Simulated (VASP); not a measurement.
# AgCl in VASP: further runs

The runs below take AgCl through single point, with r2SCAN.

All numbers are computed with VASP 6.6.1; they aren't measurements. Logs are shortened: lines on timing, memory, paths and dates and some standing lists are left out, and cuts for length are marked.

### Step 1. The cell of the first run

It takes space group R-3m (No. 166, trigonal). Conventional cell: a = 3.922 Å, b = 3.922 Å, c = 9.828 Å, α = 90.00°, β = 90.00°, γ = 120.00°. Ag (site symmetry -3m) has 6 Cl at 2.79 Å within 3.7 Å. Cl (site symmetry -3m) has 6 Ag at 2.79 Å within 3.7 Å.

### Step 2. Single point, r2SCAN (strain along [111] +2.3%)

File POSCAR:

```
AgCl
1.0
    0.0425221518      2.8157059644      2.8157059644
    2.8157059644      0.0425221518      2.8157059644
    2.8157059644      2.8157059644      0.0425221518
Ag Cl
1 1
Direct
    0.0000000000      0.0000000000      0.0000000000
    0.5000000000      0.5000000000      0.5000000000
```

File INCAR.step1:

```
SYSTEM = AgCl
PREC = Accurate
ENCUT = 520
ISMEAR = 0
SIGMA = 0.01
LREAL = .False.
LASPH = .True.
NELM = 100
NBANDS = 16
GGA = PE
ALGO = Normal
EDIFF = 1E-4
LWAVE = .True.
LCHARG = .False.
```

File INCAR.step2:

```
SYSTEM = AgCl
PREC = Accurate
ENCUT = 520
EDIFF = 1E-6
ISMEAR = 0
SIGMA = 0.01
LREAL = .False.
LASPH = .True.
NELM = 100
ALGO = Normal
ISIF = 2
LWAVE = .False.
LCHARG = .False.
METAGGA = R2SCAN
LMIXTAU = .True.
NBANDS = 16
ISTART = 1
```

File KPOINTS:

```
regular mesh
0
Gamma
  8 8 8
  0 0 0
```

Potentials or basis: VASP PAW PBE potentials, release 64 (Ag, Cl).

Launch:

```bash
cat potpaw_PBE.64/Ag/POTCAR potpaw_PBE.64/Cl/POTCAR > POTCAR
cp INCAR.step1 INCAR
mpirun -np 1 vasp_std > vasp.out
cp INCAR.step2 INCAR
mpirun -np 1 vasp_std > vasp.out
```

OUTCAR:

```text
SYSTEM = AgCl
   PREC = Accurate
   ENCUT = 520
   EDIFF = 1E-6
   ISMEAR = 0
   LREAL = .False.
   LASPH = .True.
   NELM = 100
   ISIF = 2
   METAGGA = R2SCAN
   ISTART = 1

 ion  position               nearest neighbor table
   1  0.000  0.000  0.000-   2 2.79   2 2.79   2 2.79   2 2.79   2 2.79   2 2.79
   2  0.500  0.500  0.500-   1 2.79   1 2.79   1 2.79   1 2.79   1 2.79   1 2.79

  LATTYP: Found a trigonal (rhomboedric) cell.
 ALAT       =     3.9822365938
 COS(alpha) =     0.5150430415

  Lattice vectors:

 A1 = (   0.0425221518,   2.8157059644,   2.8157059644)
 A2 = (   2.8157059644,   0.0425221518,   2.8157059644)
 A3 = (   2.8157059644,   2.8157059644,   0.0425221518)

Analysis of symmetry for initial positions (statically):
=====================================================================
 Subroutine PRICEL returns:
 Original cell was already a primitive cell.

 Routine SETGRP: Setting up the symmetry group for a
 trigonal (rhombohedral) supercell.

 Subroutine GETGRP returns: Found 12 space group operations
 (whereof 12 operations were pure point group operations)
 out of a pool of 12 trial point group operations.

The static configuration has the point symmetry D_3d.

Analysis of symmetry for dynamics (positions and initial velocities):
=====================================================================
 Subroutine PRICEL returns:
 Original cell was already a primitive cell.

 Routine SETGRP: Setting up the symmetry group for a
 trigonal (rhombohedral) supercell.

 Subroutine GETGRP returns: Found 12 space group operations
 (whereof 12 operations were pure point group operations)
 out of a pool of 12 trial point group operations.

The dynamic configuration has the point symmetry D_3d.

 Subroutine INISYM returns: Found 12 space group operations
 (whereof 12 operations are pure point group operations),
 and found     1 'primitive' translations

----------------------------------------------------------------------------------------

                                     Primitive cell

  volume of cell :      43.6357

  direct lattice vectors                    reciprocal lattice vectors
     0.042522152  2.815705964  2.815705964    -0.181649390  0.178946974  0.178946974
     2.815705964  0.042522152  2.815705964     0.178946974 -0.181649390  0.178946974
     2.815705964  2.815705964  0.042522152     0.178946974  0.178946974 -0.181649390

  length of vectors
     3.982236594  3.982236594  3.982236594     0.311513306  0.311513306  0.311513306

  position of ions in fractional coordinates (direct lattice)
     0.000000000  0.000000000  0.000000000
     0.500000000  0.500000000  0.500000000

  ion indices of the primitive-cell ions
   primitive index   ion index
                 1           1
                 2           2

----------------------------------------------------------------------------------------

 KPOINTS: regular mesh

Automatic generation of k-mesh.
 Grid dimensions read from file:
 generate k-points for:    8    8    8

 Generating k-lattice:

  Cartesian coordinates                     Fractional coordinates (reciprocal lattice)
    -0.022706174  0.022368372  0.022368372     0.125000000  0.000000000 -0.000000000
     0.022368372 -0.022706174  0.022368372     0.000000000  0.125000000 -0.000000000
     0.022368372  0.022368372 -0.022706174     0.000000000  0.000000000  0.125000000

  Length of vectors
     0.038939163  0.038939163  0.038939163

  Shift w.r.t. Gamma in fractional coordinates (k-lattice)
     0.000000000  0.000000000  0.000000000

 Subroutine IBZKPT returns following result:
 ===========================================

 Found     65 irreducible k-points:

 Following reciprocal coordinates:
            Coordinates               Weight
  0.000000  0.000000  0.000000      1.000000
  0.125000  0.000000  0.000000      6.000000
  0.250000  0.000000  0.000000      6.000000
  0.375000  0.000000  0.000000      6.000000
  0.500000  0.000000  0.000000      3.000000
  0.125000  0.125000  0.000000      6.000000
[... 16 lines left out ...]
  0.250000  0.125000  0.125000      6.000000
  0.375000  0.125000  0.125000      6.000000
 [... further k-points ...]
   k-points           NKPTS =     65   k-points in BZ     NKDIM =     65   number of bands    NBANDS=     16
   number of dos      NEDOS =    301   number of ions     NIONS =      2
   total plane-waves  NPLWV =  27000
   dimension x,y,z NGX =    30 NGY =   30 NGZ =   30
   dimension x,y,z NGXF=    60 NGYF=   60 NGZF=   60
   ions per type =               1   1
   NGX,Y,Z   is equivalent  to a cutoff of  12.52, 12.52, 12.52 a.u.
   NGXF,Y,Z  is equivalent  to a cutoff of  25.05, 25.05, 25.05 a.u.
 SYSTEM =  AgCl
   PREC   = accura    normal or accurate (medium, high low for compatibility)
   ISTART =      1    job   : 0-new  1-cont  2-samecut
   ICHARG =      0    charge: 1-file 2-atom 10-const
   ISPIN  =      1    spin polarized calculation?
   LNONCOLLINEAR =      F non collinear calculations
   LSORBIT =      F    spin-orbit coupling
   LASPH  =      T    aspherical Exc in radial PAW
   ENCUT  =  520.0 eV  38.22 Ry    6.18 a.u.   7.40  7.40  7.40*2*pi/ulx,y,z
   NELM   =    100;   NELMIN=  2; NELMDL=  0     # of ELM steps
   EDIFF  = 0.1E-05   stopping-criterion for ELM
   LREAL  =      F    real-space projection
   EDIFFG = 0.1E-04   stopping-criterion for IOM
   NSW    =      0    number of steps for IOM
   IBRION =     -1    ionic relax: 0-MD 1-quasi-New 2-CG
   NFREE  =      0    steps in history (QN), initial steepest desc. (CG)
   ISIF   =      2    stress and relaxation
   ISYM   =      2    0-nonsym 1-usesym 2-fastsym
   POTIM  = 0.5000    time-step for ionic-motion
   TEBEG  =    0.0;   TEEND  =   0.0 temperature during run
   PSTRESS=    0.0 pullay stress
   NELECT =      18.0000    total number of electrons
   NUPDOWN=      -1.0000    fix difference up-down
   EMIN   =  10.00;   EMAX   =-10.00  energy-range for DOS
   EFERMI =   0.00;   METHOD = LEGACY
   ISMEAR =     0;   SIGMA  =   0.01  broadening in eV -4-tet -1-fermi 0-gaus
   EFERMI_NEDOS =   21; number of points for ismear=-14 and -15
   IALGO  =     38    algorithm
   IMIX   =      4    mixing-type and parameters
     AMIX     =   0.40;   BMIX     =  1.00
     AMIX_MAG =   1.60;   BMIX_MAG =  1.00
  volume/ion in A,a.u.               =      21.82       147.23
  Fermi-wavevector in a.u.,A,eV,Ry     =   1.218667  2.302947 20.206690  1.485150
  Thomas-Fermi vector in A             =   2.353946
   LORBIT       =      0    0 simple, 1 ext, 2 COOP (PROOUT), +10 PAW based schemes
   METAGGA = R2SCAN    functional components
   LHFCALC =     F    Hartree Fock is set to
   AEXX    =    0.0000 exact exchange contribution
   IVDW    =     0    specifies the selected vdW correction
   LEPSILON=     F    determine dielectric tensor
   LRPA    =     F    only Hartree local field effects (RPA)
 non-spin polarized calculation
 Gauss-broadening in eV      SIGMA  =   0.01
  energy-cutoff  :      520.00
  volume of cell :       43.64
 maximum number of plane-waves:      1197
 NGX is ok and might be reduce to    30
   NGX = 15   NGY = 15   NGZ = 15

 number of electron      18.0000001 magnetization

 Free energy of the ion-electron system (eV)
  ---------------------------------------------------
  ext. energy  EPLUGINS =         0.00000000
  ---------------------------------------------------
  free energy    TOTEN  =       -28.63908310 eV

  energy without entropy =      -28.63908310  energy(sigma->0) =      -28.63908310

 E-fermi :   3.3571     XC(G=0): -10.3825

 val. band max:        3.2675935713   @ k =   0.5000   0.0000   0.0000
 cond. band min:       4.6699080424   @ k =   0.0000   0.0000   0.0000
 fundamental gap:      1.4023144710
 Fermi energy:         3.3570821398

 k-point     1 :       0.0000    0.0000    0.0000
  band No.  band energies     occupation
      1     -12.4092      2.00000
      2       0.8357      2.00000
      3       0.8851      2.00000
      4       0.9120      2.00000
      5       0.9120      2.00000
      6       0.9357      2.00000
[... 8 lines left out ...]
     15      17.2375      0.00000
     16      17.3785      0.00000

 k-point     2 :       0.1250    0.0000    0.0000
  band No.  band energies     occupation
      1     -12.3524      2.00000
      2       0.1474      2.00000
      3       0.1749      2.00000
      4       0.2240      2.00000
      5       0.9444      2.00000
      6       0.9612      2.00000
[... 8 lines left out ...]
     15      15.9458      0.00000
     16      16.5145      0.00000

 k-point     3 :       0.2500    0.0000    0.0000
  band No.  band energies     occupation
      1     -12.2100      2.00000
      2      -0.8408      2.00000
      3      -0.4228      2.00000
      4      -0.3507      2.00000
      5       1.0626      2.00000
      6       1.0829      2.00000
[... 8 lines left out ...]
     15      16.2072      0.00000
     16      16.3188      0.00000

 k-point     4 :       0.3750    0.0000    0.0000
  band No.  band energies     occupation
      1     -12.0594      2.00000
      2      -1.6048      2.00000
      3      -0.7939      2.00000
      4      -0.7180      2.00000
      5       1.1837      2.00000
      6       1.2089      2.00000
[... 8 lines left out ...]
     15      16.8858      0.00000
     16      17.1728      0.00000
[... 324 lines left out ...]
 k-point    22 :       0.1250    0.1250    0.1250
  band No.  band energies     occupation
      1     -12.3561      2.00000
      2       0.0936      2.00000
      3       0.2285      2.00000
      4       0.2285      2.00000
      5       0.9690      2.00000
      6       0.9690      2.00000
[... 8 lines left out ...]
     15      16.0065      0.00000
     16      16.6641      0.00000

 k-point    23 :       0.2500    0.1250    0.1250
  band No.  band energies     occupation
      1     -12.2745      2.00000
      2      -0.5775      2.00000
      3      -0.2597      2.00000
      4       0.1962      2.00000
      5       0.9896      2.00000
      6       1.0745      2.00000
[... 8 lines left out ...]
     15      16.7632      0.00000
     16      17.6587      0.00000

 k-point    24 :       0.3750    0.1250    0.1250
  band No.  band energies     occupation
      1     -12.1341      2.00000
      2      -1.2298      2.00000
      3      -0.6303      2.00000
      4      -0.3324      2.00000
      5       1.0932      2.00000
      6       1.1623      2.00000
[... 8 lines left out ...]
     15      17.4488      0.00000
     16      17.5990      0.00000

 [... further k-points ...]
[... 5 lines left out ...]
  --------------------------------------------------------------------------------------
  -------------------------------------------------------------------------------------
  Total       -0.3282653     -0.3282653     -0.3282653     -0.0258928     -0.0258928     -0.0258928
  in kB      -12.0529671    -12.0529671    -12.0529671     -0.9507096     -0.9507096     -0.9507096
  external PRESSURE =     -12.0529671 kB  Pullay stress =       0.0000000 kB

 VOLUME and BASIS-vectors are now :
 -----------------------------------------------------------------------------
  energy-cutoff  :      520.00
  volume of cell :       43.64
      direct lattice vectors                 reciprocal lattice vectors
     0.042522152  2.815705964  2.815705964    -0.181649390  0.178946974  0.178946974
     2.815705964  0.042522152  2.815705964     0.178946974 -0.181649390  0.178946974
     2.815705964  2.815705964  0.042522152     0.178946974  0.178946974 -0.181649390

 POSITION                                       TOTAL-FORCE (eV/Angst)
 -----------------------------------------------------------------------------------
      0.00000      0.00000      0.00000         0.000000     -0.000000      0.000000
      2.83697      2.83697      2.83697        -0.000000      0.000000     -0.000000
 -----------------------------------------------------------------------------------
    total drift:                               -0.000000      0.000000      0.000000

  FREE ENERGIE OF THE ION-ELECTRON SYSTEM (eV)
  ---------------------------------------------------
  free  energy   TOTEN  =       -28.6390831021 eV

  energy  without entropy=      -28.6390831021  energy(sigma->0) =      -28.63908310
```

It took 80 s on 1 thread of Intel Xeon 6975P-C (Granite Rapids), shared host; peak memory 0.19 GiB.

Results:

| Item | Value |
| --- | --- |
| Free energy | -28.6391 eV |
| Pressure | -1.2 GPa |
| Band gap on the k mesh | 1.40 eV, indirect (least direct gap 3.61 eV) |

Levels at points of the mesh, in eV from the valence-band top:
| k point | band 6 | band 7 | band 8 | band 9 | band 10 | band 11 | band 12 | band 13 |
| --- | --- | --- | --- | --- | --- | --- | --- | --- |
| (0.00, 0.00, 0.00) | -2.33 | -2.33 | -2.31 | -2.31 | 1.40 | 11.14 | 11.42 | 11.42 |
| (0.50, 0.00, 0.00) | -2.01 | -1.70 | -0.03 | 0.00 | 4.71 | 7.04 | 8.16 | 8.33 |
| (0.50, 0.50, 0.00) | -2.14 | -1.91 | -1.91 | -1.82 | 2.95 | 8.36 | 9.13 | 12.14 |
| (0.50, 0.50, 0.50) | -2.03 | -1.75 | -0.04 | -0.04 | 4.83 | 6.90 | 8.45 | 8.45 |

Caveat: the cell differs from its parent crystal (strain along [111] +2.3%); the PAW data sets were made with another functional, which shifts forces and pressure a little. A k mesh can miss the band edges.

(Continued in part 2 of 2.)
